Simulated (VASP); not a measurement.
# H (P-3m1) in VASP: single point with PBEsol

Aim: the single point of H with PBEsol.

All numbers are computed with VASP 6.6.1; they aren't measurements. Logs are shortened: lines on timing, memory, paths and dates and some standing lists are left out, and cuts for length are marked.

## 1. The cell of the first run

Symmetry: P-3m1, No. 164, trigonal system. Conventional cell: a = 4.529 Å, b = 4.529 Å, c = 4.899 Å, α = 90.00°, β = 90.00°, γ = 120.00°. Within 3.8 Å of H (site symmetry 3m) lie 3 H at 2.88 Å.

## 2. Single point, PBEsol

INCAR

```
ALGO     = Normal         # electronic algorithm
EDIFF    = 1E-6           # SCF threshold, eV
ENCUT    = 500            # plane-wave cutoff, eV
GGA      = PS             # functional
GGA_COMPAT= False        
ISIF     = 2              # what is computed and relaxed
ISMEAR   = 1              # smearing method
LASPH    = True           # aspherical terms in the spheres
LCHARG   = False          # write CHGCAR
LREAL    = False          # projectors in reciprocal space
LWAVE    = False          # write WAVECAR
NBANDS   = 8              # bands
NELM     = 120            # most SCF steps
PREC     = Accurate       # precision mode
SIGMA    = 0.1            # smearing width, eV
```

KPOINTS

```
k-points
0
Gamma
  6 6 5
```

POSCAR

```
H
1.0
    4.5286000000      0.0000000000      0.0000000000
   -2.2643000000      3.9218830000      0.0000000000
    0.0000000000      0.0000000000      4.8991000000
H
2
Direct
    0.3333333333      0.6666666667      0.1232000000
    0.6666666667      0.3333333333      0.8768000000
```

Potentials or basis: VASP PAW PBE potentials, release 64 (H).

Run with:

```
$ cat potpaw_PBE.64/H/POTCAR > POTCAR
$ mpirun -np 1 vasp_std > vasp.out
```

OUTCAR:

```text
EDIFF = 1E-6
   ENCUT = 500
   GGA = PS
   ISIF = 2
   ISMEAR = 1
   LASPH = True
   LREAL = False
   NELM = 120
   PREC = Accurate

 ion  position               nearest neighbor table
   1  0.333  0.667  0.123-
   2  0.667  0.333  0.877-

  LATTYP: Found a hexagonal cell.
 ALAT       =     4.5286000000
 C/A-ratio  =     1.0818133640

  Lattice vectors:

 A1 = (   4.5286000000,   0.0000000000,   0.0000000000)
 A2 = (  -2.2643000000,   3.9218830000,   0.0000000000)
 A3 = (   0.0000000000,   0.0000000000,   4.8991000000)

Analysis of symmetry for initial positions (statically):
=====================================================================
 Subroutine PRICEL returns:
 Original cell was already a primitive cell.

 Routine SETGRP: Setting up the symmetry group for a
 hexagonal supercell.

 Subroutine GETGRP returns: Found 12 space group operations
 (whereof 12 operations were pure point group operations)
 out of a pool of 24 trial point group operations.

The static configuration has the point symmetry D_3d.

Analysis of symmetry for dynamics (positions and initial velocities):
=====================================================================
 Subroutine PRICEL returns:
 Original cell was already a primitive cell.

 Routine SETGRP: Setting up the symmetry group for a
 hexagonal supercell.

 Subroutine GETGRP returns: Found 12 space group operations
 (whereof 12 operations were pure point group operations)
 out of a pool of 24 trial point group operations.

The dynamic configuration has the point symmetry D_3d.

 Subroutine INISYM returns: Found 12 space group operations
 (whereof 12 operations are pure point group operations),
 and found     1 'primitive' translations

----------------------------------------------------------------------------------------

                                     Primitive cell

  volume of cell :      87.0111

  direct lattice vectors                    reciprocal lattice vectors
     4.528600000  0.000000000  0.000000000     0.220818796  0.127489780  0.000000000
    -2.264300000  3.921883000  0.000000000     0.000000000  0.254979560  0.000000000
     0.000000000  0.000000000  4.899100000     0.000000000  0.000000000  0.204119124

  length of vectors
     4.528600000  4.528600309  4.899100000     0.254979577  0.254979560  0.204119124

  position of ions in fractional coordinates (direct lattice)
[... 77 lines left out ...]
   ENCUT  =  500.0 eV  36.75 Ry    6.06 a.u.   8.26  8.26  8.93*2*pi/ulx,y,z
   NELM   =    120;   NELMIN=  2; NELMDL= -5     # of ELM steps
   EDIFF  = 0.1E-05   stopping-criterion for ELM
   LREAL  =      F    real-space projection
   EDIFFG = 0.1E-04   stopping-criterion for IOM
   NSW    =      0    number of steps for IOM
   IBRION =     -1    ionic relax: 0-MD 1-quasi-New 2-CG
   NFREE  =      0    steps in history (QN), initial steepest desc. (CG)
   ISIF   =      2    stress and relaxation
   ISYM   =      2    0-nonsym 1-usesym 2-fastsym
   POTIM  = 0.5000    time-step for ionic-motion
   TEBEG  =    0.0;   TEEND  =   0.0 temperature during run
   PSTRESS=    0.0 pullay stress
   NELECT =       2.0000    total number of electrons
   NUPDOWN=      -1.0000    fix difference up-down
   EMIN   =  10.00;   EMAX   =-10.00  energy-range for DOS
   EFERMI =   0.00;   METHOD = LEGACY
   ISMEAR =     1;   SIGMA  =   0.10  broadening in eV -4-tet -1-fermi 0-gaus
   EFERMI_NEDOS =   21; number of points for ismear=-14 and -15
   IALGO  =     38    algorithm
   IMIX   =      4    mixing-type and parameters
     AMIX     =   0.40;   BMIX     =  1.00
     AMIX_MAG =   1.60;   BMIX_MAG =  1.00
  volume/ion in A,a.u.               =      43.51       293.59
  Fermi-wavevector in a.u.,A,eV,Ry     =   0.465472  0.879614  2.947890  0.216664
  Thomas-Fermi vector in A             =   1.454791
   LORBIT       =      0    0 simple, 1 ext, 2 COOP (PROOUT), +10 PAW based schemes
   GGA     = PS    functional components
   LHFCALC =     F    Hartree Fock is set to
   AEXX    =    0.0000 exact exchange contribution
   IVDW    =     0    specifies the selected vdW correction
   LEPSILON=     F    determine dielectric tensor
   LRPA    =     F    only Hartree local field effects (RPA)
 non-spin polarized calculation
 Methfessel and Paxton  Order N= 1 SIGMA  =   0.10
  energy-cutoff  :      500.00
  volume of cell :       87.01
 maximum number of plane-waves:      2226
 NGX is ok and might be reduce to    36
   NGX = 17   NGY = 17   NGZ = 17

 number of electron       2.0000000 magnetization

 Free energy of the ion-electron system (eV)
  ---------------------------------------------------
  ext. energy  EPLUGINS =         0.00000000
  ---------------------------------------------------
  free energy    TOTEN  =        -0.93418297 eV

  energy without entropy =       -0.93183973  energy(sigma->0) =       -0.93340189

 E-fermi :  -5.8559     XC(G=0):  -3.5201

 val. band max:       -5.8695002845   @ k =   0.3333   0.3333   0.2000
 cond. band min:      -5.8205794766   @ k =   0.3333   0.3333   0.4000
 fundamental gap:      0.0489208079
 Fermi energy:        -5.8558520176

 k-point     1 :       0.0000    0.0000    0.0000
  band No.  band energies     occupation
      1      -7.2230      2.00000
      2      -4.6672     -0.00000
      3       1.6766      0.00000
      4       4.0657      0.00000
      5       5.0630      0.00000
      6       5.4943      0.00000
      7       5.4943      0.00000
      8       6.7687      0.00000
[... 243 lines left out ...]
 k-point    24 :       0.1667    0.1667    0.4000
  band No.  band energies     occupation
      1      -6.6135      2.00000
      2      -5.1451     -0.00000
      3       0.7949      0.00000
      4       2.5667      0.00000
      5       4.2207      0.00000
      6       5.2405      0.00000
      7       5.9680      0.00000
      8       6.7766      0.00000

 [... further k-points ...]
[... 5 lines left out ...]
  --------------------------------------------------------------------------------------
  -------------------------------------------------------------------------------------
  Total       -1.7048048     -1.7048051     -0.7823777      0.0000000      0.0000000      0.0000000
  in kB      -31.3913744    -31.3913801    -14.4062898      0.0000000      0.0000000      0.0000000
  external PRESSURE =     -25.7296815 kB  Pullay stress =       0.0000000 kB

 VOLUME and BASIS-vectors are now :
 -----------------------------------------------------------------------------
  energy-cutoff  :      500.00
  volume of cell :       87.01
      direct lattice vectors                 reciprocal lattice vectors
     4.528600000  0.000000000  0.000000000     0.220818796  0.127489780  0.000000000
    -2.264300000  3.921883000  0.000000000     0.000000000  0.254979560  0.000000000
     0.000000000  0.000000000  4.899100000     0.000000000  0.000000000  0.204119124

 POSITION                                       TOTAL-FORCE (eV/Angst)
 -----------------------------------------------------------------------------------
     -0.00000      2.61459      0.60357         0.000000     -0.000000     -0.594790
      2.26430      1.30729      4.29553        -0.000000      0.000000      0.594790
 -----------------------------------------------------------------------------------
    total drift:                                0.000000     -0.000000      0.000000

  FREE ENERGIE OF THE ION-ELECTRON SYSTEM (eV)
  ---------------------------------------------------
  free  energy   TOTEN  =        -0.9341829707 eV

  energy  without entropy=       -0.9318397336  energy(sigma->0) =       -0.93340189
```

OSZICAR:

```text
N       E                     dE             d eps       ncg     rms          rms(c)
DAV:   1     0.114349791767E+01    0.11435E+01   -0.54251E+02   432   0.146E+02
DAV:   2    -0.879226844495E+00   -0.20227E+01   -0.20204E+01   584   0.155E+01
DAV:   3    -0.936171444179E+00   -0.56945E-01   -0.55370E-01   480   0.289E+00
DAV:   4    -0.936353484614E+00   -0.18204E-03   -0.18203E-03   608   0.191E-01
DAV:   5    -0.936353727366E+00   -0.24275E-06   -0.24257E-06   536   0.565E-03    0.747E-01
DAV:   6    -0.933822638331E+00    0.25311E-02   -0.27114E-03   472   0.176E-01    0.450E-01
DAV:   7    -0.933537612278E+00    0.28503E-03   -0.65156E-03   488   0.278E-01    0.508E-02
DAV:   8    -0.934145479111E+00   -0.60787E-03   -0.66450E-04   512   0.873E-02    0.104E-02
DAV:   9    -0.934168459083E+00   -0.22980E-04   -0.16139E-05   576   0.170E-02    0.483E-03
DAV:  10    -0.934182842588E+00   -0.14384E-04   -0.14687E-05   448   0.169E-02    0.110E-03
DAV:  11    -0.934182970735E+00   -0.12815E-06   -0.20636E-07   616   0.197E-03
   1 F= -.93418297E+00 E0= -.93340189E+00  d E =-.234324E-02
```

Run time: 26 s. Hardware: 1 thread of AMD EPYC 7R13, shared host; peak memory 0.16 GiB.

Results:

* Free energy: -0.9342 eV
* Pressure: -2.6 GPa
* Largest force: 0.595 eV/Å
* Band gap on the k mesh: zero (band 1 reaches -5.82 eV, above the bottom of band 2 at -5.90 eV)

Forces on the atoms (eV/Å):
```
H    0.000  0.000 -0.595
H    0.000  0.000  0.595
```

Caveat: the PAW data sets were made with another functional, which shifts forces and pressure a little.
